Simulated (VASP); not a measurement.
A run of VASP 6.6.1 is set up as follows.

Contents of INCAR:

```
PREC = Accurate ; ENCUT = 600
EDIFF = 1E-6 ; ISMEAR = 0
SIGMA = 0.1 ; LREAL = F
LASPH = T ; NELM = 100
ALGO = Normal ; ISIF = 3
LWAVE = F ; LCHARG = F
GGA = PE ; IBRION = 2
NSW = 80 ; EDIFFG = -0.025
```

KPOINTS

```
regular mesh
0
Gamma
  2 3 3
```

The input POSCAR:

```
Al5BP6
1.0
    0.0420596585     -0.0503920495      6.1922843357
    6.7453884803     -0.0466994216      0.0443218330
   -3.4131370741      5.8379635812     -0.0681489268
Al B P
5 1 6
Direct
   -0.0062498680      0.7084214202      1.0298838146
   -0.0257266840      0.2788484403      0.2886843905
    0.0164942967     -0.0138639440      0.6504976279
    0.5132881631      0.6691306587      0.3291178431
    0.4715385971      0.3316930612      0.6464649494
    0.4875287306      0.0091889413      0.0127926212
    0.3983964543      0.7181469559      0.0154329423
    0.3789125523      0.2841791821      0.3032130502
    0.3879186739     -0.0004728825      0.7081134653
    0.8349932426     -0.0176796225     -0.0188150053
    0.8822493607      0.6830188973      0.3573917182
    0.9106544808      0.3493888920      0.6772225827
```

Potentials or basis: VASP PAW PBE potentials, release 64 (Al, B, P).

Command:

```sh
$ cat potpaw_PBE.64/Al/POTCAR potpaw_PBE.64/B/POTCAR potpaw_PBE.64/P/POTCAR > POTCAR
$ mpirun -np 1 vasp_std > vasp.out
```

Task: Estimate the relaxed volume.

Result: 19.10 Å³/atom.

Task: Predict the band gap on the k mesh.

Result: 1.69 eV, indirect (least direct gap 1.99 eV).

Final structure:
```yaml
crystal:
  lattice:
    - [0.00029, -0.00143, 6.20083]
    - [6.53346, -0.00040, 0.00051]
    - [-3.26800, 5.65785, 0.00187]
  atoms:
    - { symbol: Al, position: [0.00018, 0.68034, 0.99960] }
    - { symbol: Al, position: [0.00043, 0.31844, 0.31860] }
    - { symbol: Al, position: [0.00019, 0.99965, 0.68021] }
    - { symbol: Al, position: [0.50079, 0.66702, 0.33400] }
    - { symbol: Al, position: [0.50055, 0.33422, 0.66744] }
    - { symbol: B, position: [0.49783, 0.00032, 0.00023] }
    - { symbol: P, position: [0.38589, 0.70859, 0.00086] }
    - { symbol: P, position: [0.38599, 0.29235, 0.29238] }
    - { symbol: P, position: [0.38581, 0.00052, 0.70812] }
    - { symbol: P, position: [0.82510, 0.99951, 0.99952] }
    - { symbol: P, position: [0.88385, 0.66597, 0.33287] }
    - { symbol: P, position: [0.88340, 0.33308, 0.66617] }
```

Caveat: the k points lie up to 0.51 Å⁻¹ apart in the final cell. As with any semilocal functional, this PBE gap is likely too small.
